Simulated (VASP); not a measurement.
# Se (P6/mmm) in VASP: a series of runs

Runs on Se. Level: PBE. Tasks: single point, relaxation of cell and atoms.

Program: VASP 6.6.1. These are calculated values, not measurements. Logs are shortened: lines on timing, memory, paths and dates and some standing lists are left out, and cuts for length are marked.

## Step 1: The cell of the first run

The structure is hexagonal, space group P6/mmm (No. 191). Conventional cell: a = 2.496 Å, b = 2.496 Å, c = 2.316 Å, α = 90.00°, β = 90.00°, γ = 120.00°. Se (site symmetry 6/mmm) has 8 Se at 2.32 to 2.50 Å within 3.1 Å.

## Step 2: Single point, PBE

The input, INCAR:

```
SYSTEM = Se
  ALGO = Normal
  EDIFF = 1E-6
  ENCUT = 520
  GGA = PE
  ISIF = 2
  ISMEAR = -1
  LASPH = .True.
  LCHARG = .False.
  LREAL = .False.
  LWAVE = .False.
  NBANDS = 9
  NELM = 80
  PREC = Accurate
  SIGMA = 0.08
```

The input, KPOINTS:

```
k-points
0
Gamma
  18 18 16
  0 0 0
```

The input, POSCAR:

```
Se
1.0
    2.4960090747      0.0000000000      0.0000000000
   -1.2480045374      2.1616072668      0.0000000000
    0.0000000000      0.0000000000      2.3163118095
Se
1
Direct
    0.0000000000      0.0000000000      0.0000000000
```

Potentials or basis: VASP PAW PBE potentials, release 64 (Se).

On the command line:

```
> cat potpaw_PBE.64/Se/POTCAR > POTCAR
> mpirun -np 1 vasp_std > vasp.out
```

OUTCAR:

```text
SYSTEM = Se
   EDIFF = 1E-6
   ENCUT = 520
   GGA = PE
   ISIF = 2
   ISMEAR = -1
   LASPH = .True.
   LREAL = .False.
   NELM = 80
   PREC = Accurate

 ion  position               nearest neighbor table
   1  0.000  0.000  0.000-

  LATTYP: Found a hexagonal cell.
 ALAT       =     2.4960090747
 C/A-ratio  =     0.9280061651

  Lattice vectors:

 A1 = (   2.4960090747,   0.0000000000,   0.0000000000)
 A2 = (  -1.2480045374,   2.1616072668,   0.0000000000)
 A3 = (   0.0000000000,   0.0000000000,   2.3163118095)

Analysis of symmetry for initial positions (statically):
=====================================================================
 Subroutine PRICEL returns:
 Original cell was already a primitive cell.

 Routine SETGRP: Setting up the symmetry group for a
 hexagonal supercell.

 Subroutine GETGRP returns: Found 24 space group operations
 (whereof 24 operations were pure point group operations)
 out of a pool of 24 trial point group operations.

The static configuration has the point symmetry D_6h.

Analysis of symmetry for dynamics (positions and initial velocities):
=====================================================================
 Subroutine PRICEL returns:
 Original cell was already a primitive cell.

 Routine SETGRP: Setting up the symmetry group for a
 hexagonal supercell.

 Subroutine GETGRP returns: Found 24 space group operations
 (whereof 24 operations were pure point group operations)
 out of a pool of 24 trial point group operations.

The dynamic configuration has the point symmetry D_6h.

 Subroutine INISYM returns: Found 24 space group operations
 (whereof 24 operations are pure point group operations),
 and found     1 'primitive' translations

----------------------------------------------------------------------------------------

                                     Primitive cell

  volume of cell :      12.4974

  direct lattice vectors                    reciprocal lattice vectors
     2.496009075  0.000000000  0.000000000     0.400639569  0.231309363  0.000000000
    -1.248004537  2.161607267  0.000000000     0.000000000  0.462618726  0.000000000
     0.000000000  0.000000000  2.316311810     0.000000000  0.000000000  0.431720805

  length of vectors
     2.496009075  2.496009075  2.316311810     0.462618726  0.462618726  0.431720805

  position of ions in fractional coordinates (direct lattice)
     0.000000000  0.000000000  0.000000000

  ion indices of the primitive-cell ions
   primitive index   ion index
                 1           1

----------------------------------------------------------------------------------------

 KPOINTS: k-points

Automatic generation of k-mesh.
 Grid dimensions read from file:
 generate k-points for:   18   18   16

 Generating k-lattice:

  Cartesian coordinates                     Fractional coordinates (reciprocal lattice)
     0.022257754  0.012850520  0.000000000     0.055555556 -0.000000000  0.000000000
     0.000000000  0.025701040  0.000000000     0.000000000  0.055555556  0.000000000
     0.000000000  0.000000000  0.026982550     0.000000000  0.000000000  0.062500000

  Length of vectors
     0.025701040  0.025701040  0.026982550

  Shift w.r.t. Gamma in fractional coordinates (k-lattice)
     0.000000000  0.000000000  0.000000000

 Subroutine IBZKPT returns following result:
 ===========================================

 Found    333 irreducible k-points:

 Following reciprocal coordinates:
            Coordinates               Weight
  0.000000  0.000000  0.000000      1.000000
  0.055556 -0.000000  0.000000      6.000000
  0.111111 -0.000000  0.000000      6.000000
  0.166667 -0.000000  0.000000      6.000000
  0.222222 -0.000000  0.000000      6.000000
  0.277778 -0.000000  0.000000      6.000000
[... 16 lines left out ...]
  0.333333  0.111111  0.000000     12.000000
  0.388889  0.111111  0.000000     12.000000
 [... further k-points ...]
   k-points           NKPTS =    333   k-points in BZ     NKDIM =    333   number of bands    NBANDS=      9
   number of dos      NEDOS =    301   number of ions     NIONS =      1
   total plane-waves  NPLWV =   7200
   dimension x,y,z NGX =    20 NGY =   20 NGZ =   18
   dimension x,y,z NGXF=    40 NGYF=   40 NGZF=   36
   ions per type =               1
   NGX,Y,Z   is equivalent  to a cutoff of  13.32, 13.32, 12.92 a.u.
   NGXF,Y,Z  is equivalent  to a cutoff of  26.64, 26.64, 25.84 a.u.
 SYSTEM =  Se
   PREC   = accura    normal or accurate (medium, high low for compatibility)
   ISTART =      0    job   : 0-new  1-cont  2-samecut
   ICHARG =      2    charge: 1-file 2-atom 10-const
   ISPIN  =      1    spin polarized calculation?
   LNONCOLLINEAR =      F non collinear calculations
   LSORBIT =      F    spin-orbit coupling
   LASPH  =      T    aspherical Exc in radial PAW
   ENCUT  =  520.0 eV  38.22 Ry    6.18 a.u.   4.64  4.64  4.31*2*pi/ulx,y,z
   NELM   =     80;   NELMIN=  2; NELMDL= -5     # of ELM steps
   EDIFF  = 0.1E-05   stopping-criterion for ELM
   LREAL  =      F    real-space projection
   EDIFFG = 0.1E-04   stopping-criterion for IOM
   NSW    =      0    number of steps for IOM
   IBRION =     -1    ionic relax: 0-MD 1-quasi-New 2-CG
   NFREE  =      0    steps in history (QN), initial steepest desc. (CG)
   ISIF   =      2    stress and relaxation
   ISYM   =      2    0-nonsym 1-usesym 2-fastsym
   POTIM  = 0.5000    time-step for ionic-motion
   TEBEG  =    0.0;   TEEND  =   0.0 temperature during run
   PSTRESS=    0.0 pullay stress
   NELECT =       6.0000    total number of electrons
   NUPDOWN=      -1.0000    fix difference up-down
   EMIN   =  10.00;   EMAX   =-10.00  energy-range for DOS
   EFERMI =   0.00;   METHOD = LEGACY
   ISMEAR =    -1;   SIGMA  =   0.08  broadening in eV -4-tet -1-fermi 0-gaus
   EFERMI_NEDOS =   21; number of points for ismear=-14 and -15
   IALGO  =     38    algorithm
   IMIX   =      4    mixing-type and parameters
     AMIX     =   0.40;   BMIX     =  1.00
     AMIX_MAG =   1.60;   BMIX_MAG =  1.00
  volume/ion in A,a.u.               =      12.50        84.34
  Fermi-wavevector in a.u.,A,eV,Ry     =   1.281893  2.422427 22.357784  1.643251
  Thomas-Fermi vector in A             =   2.414237
   LORBIT       =      0    0 simple, 1 ext, 2 COOP (PROOUT), +10 PAW based schemes
   GGA     = PE    functional components
   LHFCALC =     F    Hartree Fock is set to
   AEXX    =    0.0000 exact exchange contribution
   IVDW    =     0    specifies the selected vdW correction
   LEPSILON=     F    determine dielectric tensor
   LRPA    =     F    only Hartree local field effects (RPA)
 non-spin polarized calculation
  energy-cutoff  :      520.00
  volume of cell :       12.50
 maximum number of plane-waves:       351
 NGX is ok and might be reduce to    20
   NGX =  9   NGY =  9   NGZ =  9

 number of electron       6.0000000 magnetization

 Free energy of the ion-electron system (eV)
  ---------------------------------------------------
  ext. energy  EPLUGINS =         0.00000000
  ---------------------------------------------------
  free energy    TOTEN  =        -0.74245169 eV

  energy without entropy =       -0.73303687  energy(sigma->0) =       -0.73774428

 E-fermi :  13.4308     XC(G=0): -12.8554

 val. band max:       13.4283295913   @ k =   0.3889   0.1111   0.3750
 cond. band min:      13.4354307914   @ k =   0.2778   0.1111   0.3125
 fundamental gap:      0.0071012001
 Fermi energy:        13.4307710567

 k-point     1 :       0.0000    0.0000    0.0000
  band No.  band energies     occupation
      1      -9.3121      2.00000
      2      16.6986      0.00000
      3      18.0696      0.00000
      4      18.0696      0.00000
      5      20.7239      0.00000
      6      25.7950      0.00000
      7      25.7950      0.00000
      8      28.4102      0.00000
      9      28.8888      0.00000

 k-point     2 :       0.0556   -0.0000    0.0000
  band No.  band energies     occupation
      1      -9.2162      2.00000
      2      16.7881      0.00000
      3      16.9982      0.00000
      4      17.7591      0.00000
      5      21.1601      0.00000
      6      24.9262      0.00000
      7      26.2792      0.00000
      8      28.8598      0.00000
      9      30.3525      0.00000

 k-point     3 :       0.1111   -0.0000    0.0000
  band No.  band energies     occupation
      1      -8.9287      2.00000
      2      14.8592      0.00000
      3      17.0079      0.00000
      4      17.0546      0.00000
      5      21.5329      0.00000
      6      23.9131      0.00000
      7      27.5511      0.00000
      8      30.0466      0.00000
      9      33.1576      0.00000

 k-point     4 :       0.1667   -0.0000    0.0000
  band No.  band energies     occupation
      1      -8.4511      2.00000
      2      12.4188      1.99999
      3      16.1011      0.00000
      4      17.4909      0.00000
      5      21.2015      0.00000
      6      23.7339      0.00000
      7      29.3264      0.00000
      8      31.6517      0.00000
      9      36.4589      0.00000
[... 205 lines left out ...]
 k-point    22 :       0.2778    0.1111    0.0000
  band No.  band energies     occupation
      1      -5.6577      2.00000
      2       5.4425      2.00000
      3      11.0998      2.00000
      4      19.8383      0.00000
      5      22.2611      0.00000
      6      26.2019      0.00000
      7      32.4813      0.00000
      8      32.9217      0.00000
      9      36.3064      0.00000

 k-point    23 :       0.3333    0.1111    0.0000
  band No.  band energies     occupation
      1      -4.5328      2.00000
      2       3.4559      2.00000
      3      10.5665      2.00000
      4      20.6296      0.00000
      5      21.9265      0.00000
      6      27.3208      0.00000
      7      31.3944      0.00000
      8      33.0084      0.00000
      9      36.5907      0.00000

 k-point    24 :       0.3889    0.1111    0.0000
  band No.  band energies     occupation
      1      -3.4256      2.00000
      2       1.8195      2.00000
      3      10.2503      2.00000
      4      21.2621      0.00000
      5      21.7108      0.00000
      6      28.5609      0.00000
      7      30.3096      0.00000
      8      31.7934      0.00000
      9      37.8585      0.00000

 [... further k-points ...]
[... 5 lines left out ...]
  --------------------------------------------------------------------------------------
  -------------------------------------------------------------------------------------
  Total       10.2416192     10.2416192     10.2725343     -0.0000000     -0.0000000      0.0000000
  in kB     1312.9833913   1312.9833914   1316.9467379     -0.0000000     -0.0000000      0.0000000
  external PRESSURE =    1314.3045069 kB  Pullay stress =       0.0000000 kB

 VOLUME and BASIS-vectors are now :
 -----------------------------------------------------------------------------
  energy-cutoff  :      520.00
  volume of cell :       12.50
      direct lattice vectors                 reciprocal lattice vectors
     2.496009075  0.000000000  0.000000000     0.400639569  0.231309363  0.000000000
    -1.248004537  2.161607267  0.000000000     0.000000000  0.462618726  0.000000000
     0.000000000  0.000000000  2.316311810     0.000000000  0.000000000  0.431720805

 POSITION                                       TOTAL-FORCE (eV/Angst)
 -----------------------------------------------------------------------------------
      0.00000      0.00000      0.00000        -0.000000      0.000000      0.000000
 -----------------------------------------------------------------------------------
    total drift:                               -0.000000     -0.000000     -0.000000

  FREE ENERGIE OF THE ION-ELECTRON SYSTEM (eV)
  ---------------------------------------------------
  free  energy   TOTEN  =        -0.7424516872 eV

  energy  without entropy=       -0.7330368685  energy(sigma->0) =       -0.73774428
```

It took 35 s on 1 thread of AMD EPYC 7R43 (Zen 3), shared host; peak memory 0.11 GiB.

What came out:

```yaml
Free_energy: -0.7425 eV
Pressure: 131.4 GPa
Band_gap_on_the_k_mesh: zero (band 3 reaches 21.84 eV, above the bottom of band 4 at 7.19 eV)
```

Stress tensor (GPa, compression positive):
```
131.30   0.00   0.00
  0.00 131.30   0.00
  0.00   0.00 131.69
```

## Step 3: Relaxation of cell and atoms, PBE, target pressure 130 GPa, at which the enthalpy is minimised

This run uses another cell than the first one, of 12.14 Å³/atom, 0.972 times its volume.

The input, INCAR:

```
PREC = Accurate
ENCUT = 600
EDIFF = 1E-7
ISMEAR = -1
SIGMA = 0.08
LREAL = F
LASPH = T
NELM = 60
ALGO = Normal
ISIF = 3
LWAVE = F
LCHARG = F
GGA = PE
IBRION = 2
NSW = 60
EDIFFG = -0.005
PSTRESS = 1300.0
```

The input, KPOINTS:

```
regular mesh
0
Gamma
  18 18 16
```

The input, POSCAR:

```
Se
1.0
    2.4615220168      0.0000000000      0.0000000000
   -1.2307610084      2.1317405985      0.0000000000
    0.0000000000      0.0000000000      2.3138306958
Se
1
Direct
    0.0000000000      0.0000000000      0.0000000000
```

Potentials or basis: VASP PAW PBE potentials, release 64 (Se).

On the command line:

```
> cat potpaw_PBE.64/Se/POTCAR > POTCAR
> mpirun -np 1 vasp_std > vasp.out
```

Run time: 2.4 min. Hardware: 1 thread of AMD EPYC 7R43 (Zen 3), shared host; peak memory 0.12 GiB.

It converged, with:

- Free energy: -0.7726 eV
- Relaxed volume: 12.53 Å³/atom
- Relaxed cell: a = 2.498 Å, b = 2.498 Å, c = 2.319 Å, α = 90.00°, β = 90.00°, γ = 120.00°
- Space group after relaxing (to 0.05 Å): P6/mmm (No. 191)
- Energy change on relaxing (the enthalpy is what falls): -339.6 meV/atom
- Ionic steps: 8
- Pressure after relaxing: 130.0 GPa
- Band gap on the k mesh: zero (band 3 reaches 21.75 eV, above the bottom of band 4 at 7.15 eV)

Step by step:
```
step  energy change (eV)  largest force (eV/Å)  pressure (GPa)  volume (Å³)
   1              0.0000                0.0000          145.20        12.14
   2             -1.4355                0.0000           76.56        14.27
   3             -0.3667                0.0000          128.63        12.57
   4             -0.3496                0.0000          129.41        12.55
   5             -0.3191                0.0000          131.11        12.51
   6             -0.3381                0.0000          130.08        12.53
   7             -0.3451                0.0000          129.77        12.54
   8             -0.3396                0.0000          130.02        12.53
```

Final structure:
```cif
data_structure
_symmetry_space_group_name_H-M 'P 1'
_symmetry_Int_Tables_number 1
_cell_length_a 2.4982
_cell_length_b 2.4982
_cell_length_c 2.3191
_cell_angle_alpha 90.000
_cell_angle_beta 90.000
_cell_angle_gamma 120.000
_cell_volume 12.53
loop_
_atom_site_label
_atom_site_type_symbol
_atom_site_fract_x
_atom_site_fract_y
_atom_site_fract_z
_atom_site_occupancy
Se1 Se 0.00000 0.00000 0.00000 1
```

Levels at points of the mesh, in eV from the Fermi level:
```
           k point  band 1  band 2  band 3  band 4  band 5  band 6  band 7
(0.00, 0.00, 0.00)  -22.70    3.24    4.63    4.63    7.29   12.36   12.36
(0.50, 0.00, 0.00)  -16.49  -12.63   -0.49    4.96    7.87   15.82   16.19
(0.00, 0.00, 0.50)  -17.64  -13.18    8.37    8.37   16.19   16.19   16.52
(0.50, 0.00, 0.50)  -10.74   -8.65   -8.38   -0.58    3.27   10.48   12.20
```

Caveat: the cell is relaxed towards a set pressure, so the enthalpy falls and the energy may rise.

## Step 4: Relaxation of cell and atoms, PBE, target pressure 130 GPa, at which the enthalpy is minimised

The input, INCAR:

```
SYSTEM = Se
PREC = Accurate
ENCUT = 600
EDIFF = 1E-6
ISMEAR = -1
SIGMA = 0.08
LREAL = .FALSE.
LASPH = .TRUE.
NELM = 100
ALGO = Normal
ISIF = 3
LWAVE = .FALSE.
LCHARG = .FALSE.
GGA = PE
IBRION = 2
NSW = 32
EDIFFG = -0.005
PSTRESS = 1300.0
```

The input, KPOINTS:

```
Automatic mesh
0
G
  18 18 16
  0 0 0
```

The input, POSCAR:

```
Se
1.0
    2.4960090747      0.0000000000      0.0000000000
   -1.2480045374      2.1616072668      0.0000000000
    0.0000000000      0.0000000000      2.3163118095
Se
1
Direct
    0.0000000000      0.0000000000      0.0000000000
```

On the command line:

```
> cat potpaw_PBE.64/Se/POTCAR > POTCAR
> mpirun -np 1 vasp_std > vasp.out
```

Run time: 73 s. Hardware: 1 thread of AMD EPYC 7R43 (Zen 3), shared host; peak memory 0.12 GiB.

The run converged. Its results:

```
Free energy                                            : -0.7731 eV
Relaxed volume                                         : 12.53 Å³/atom
Relaxed cell                                           : a = 2.498 Å, b = 2.498 Å, c = 2.319 Å, α = 90.00°, β = 90.00°, γ = 120.00°
Space group after relaxing (to 0.05 Å)                 : P6/mmm (No. 191)
Energy change on relaxing (the enthalpy is what falls) : -30.4 meV/atom
Ionic steps                                            : 3
Pressure after relaxing                                : 130.0 GPa
Band gap on the k mesh                                 : zero (band 3 reaches 21.75 eV, above the bottom of band 4 at 7.15 eV)
```

Step by step:
| step | energy change (eV) | largest force (eV/Å) | pressure (GPa) | volume (Å³) |
| --- | --- | --- | --- | --- |
| 1 | 0.0000 | 0.0000 | 131.42 | 12.50 |
| 2 | -0.1598 | 0.0000 | 123.90 | 12.70 |
| 3 | -0.0304 | 0.0000 | 130.00 | 12.53 |

Final structure:
```yaml
crystal:
  lattice:
    - [2.49826, 0.00000, 0.00000]
    - [-1.24913, 2.16356, 0.00000]
    - [0.00000, 0.00000, 2.31905]
  atoms:
    - { symbol: Se, position: [0.00000, 0.00000, 0.00000] }
```

Levels at points of the mesh, in eV from the Fermi level:
```csv
k point,band 1,band 2,band 3,band 4,band 5,band 6,band 7
"(0.00, 0.00, 0.00)",-22.70,3.25,4.62,4.62,7.29,12.36,12.36
"(0.50, 0.00, 0.00)",-16.49,-12.63,-0.49,4.96,7.87,15.83,16.19
"(0.00, 0.00, 0.50)",-17.64,-13.18,8.37,8.37,16.19,16.19,16.52
"(0.50, 0.00, 0.50)",-10.74,-8.65,-8.38,-0.58,3.27,10.48,12.20
```

Caveat: the cell is relaxed towards a set pressure, so the enthalpy falls and the energy may rise.

## Step 5: The runs side by side

```tsv
task	cell	cutoff (eV)	gap on the mesh (eV)	pressure (GPa)
single point	a = 2.496, b = 2.496, c = 2.316 Å, angles 90.0, 90.0, 120.0°, 1 atom	520	none	131.4
relaxation of cell and atoms	relaxed to 130 GPa from a = 2.462, b = 2.462, c = 2.314 Å, angles 90.0, 90.0, 120.0°, 1 atom	600	none	130.0
relaxation of cell and atoms	relaxed to 130 GPa from a = 2.496, b = 2.496, c = 2.316 Å, angles 90.0, 90.0, 120.0°, 1 atom	600	none	130.0
```

Alike in all rows: level PBE; potentials or basis VASP PAW PBE potentials, release 64 (Se); no spin polarisation; k mesh 18 × 18 × 16; smearing fermi-dirac 0.08 eV.

Caveats: the cell is relaxed towards a set pressure, so the enthalpy falls and the energy may rise (some runs).

Total energies depend on the potentials used, so only differences within one code and one set of settings carry meaning.
